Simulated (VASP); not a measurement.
Crystal: LuIO (nod).

```xyz
6
Lattice="3.8585 0.0000 0.0000 0.0000 3.8585 0.0000 0.0000 0.0000 9.1890" Properties=species:S:1:pos:R:3 pbc="T T T"
Lu    0.0000    1.9292    3.5273
Lu    1.9292    0.0000    5.6617
I     1.9292    0.0000    1.6465
I     0.0000    1.9292    7.5425
O     0.0000    0.0000    4.5945
O     1.9292    1.9292    4.5945
```

* Program: VASP 6.6.1
* Task: relaxation of cell and atoms
* Functional: PBEsol
* Potentials or basis: VASP PAW PBE potentials, release 64 (Lu, I, O)
* Cutoff: 600 eV
* k mesh: 6 × 6 × 4
* Occupations: gaussian, width 0.02 eV
* Spin: no spin polarisation

At the start: pressure -1.4 GPa; volume 22.80 Å³/atom.

Task: Where does the relaxation end?

Result: Over 61 steps the energy falls by 2.0 meV/atom and the volume is 22.58 Å³/atom (-1.0 %); space group P4/nmm (No. 129, to 0.05 Å).

Step by step:
```csv
step,energy change (eV),largest force (eV/Å),pressure (GPa),volume (Å³)
1,0.0000,0.1232,-1.44,136.81
3,-0.0104,0.1078,-0.10,134.80
5,-0.0104,0.1167,0.06,134.72
7,-0.0117,0.0118,-0.02,134.47
9,-0.0117,0.0100,0.04,134.45
11,-0.0117,0.0163,-0.06,134.61
13,-0.0117,0.0128,-0.04,134.54
15,-0.0117,0.0116,0.05,134.51
17,-0.0117,0.0119,0.01,134.53
19,-0.0118,0.0177,0.04,134.71
21,-0.0118,0.0243,0.04,134.99
23,-0.0120,0.0195,0.01,135.08
25,-0.0120,0.0226,0.16,135.16
27,-0.0120,0.0193,0.09,135.21
29,-0.0120,0.0109,0.13,135.32
31,-0.0120,0.0043,0.10,135.47
33,-0.0120,0.0094,0.01,135.54
35,-0.0120,0.0051,-0.10,135.50
37,-0.0120,0.0024,-0.07,135.50
39,-0.0120,0.0065,-0.02,135.50
41,-0.0120,0.0021,0.01,135.49
43,-0.0120,0.0018,-0.04,135.49
45,-0.0120,0.0047,-0.04,135.48
47,-0.0120,0.0011,-0.03,135.48
49,-0.0120,0.0046,0.05,135.45
51,-0.0120,0.0046,0.03,135.45
53,-0.0120,0.0046,0.01,135.46
55,-0.0120,0.0013,-0.05,135.46
57,-0.0120,0.0011,-0.02,135.46
59,-0.0120,0.0021,0.00,135.46
61,-0.0120,0.0009,0.01,135.46
```

Final structure:
```
CELL_PARAMETERS angstrom
3.82921 0.00000 0.00000
0.00000 3.82921 0.00000
0.00000 0.00000 9.23848
ATOMIC_POSITIONS crystal
Lu 0.00000 0.50000 0.38428
Lu 0.50000 0.00000 0.61572
I 0.50000 0.00000 0.18216
I 0.00000 0.50000 0.81784
O 0.00000 0.00000 0.50000
O 0.50000 0.50000 0.50000
```

Caveat: the PAW data sets were made with another functional, which shifts forces and pressure a little; this functional lacks dispersion, which binds the layers, so the pressure and a relaxed spacing across them are unreliable.
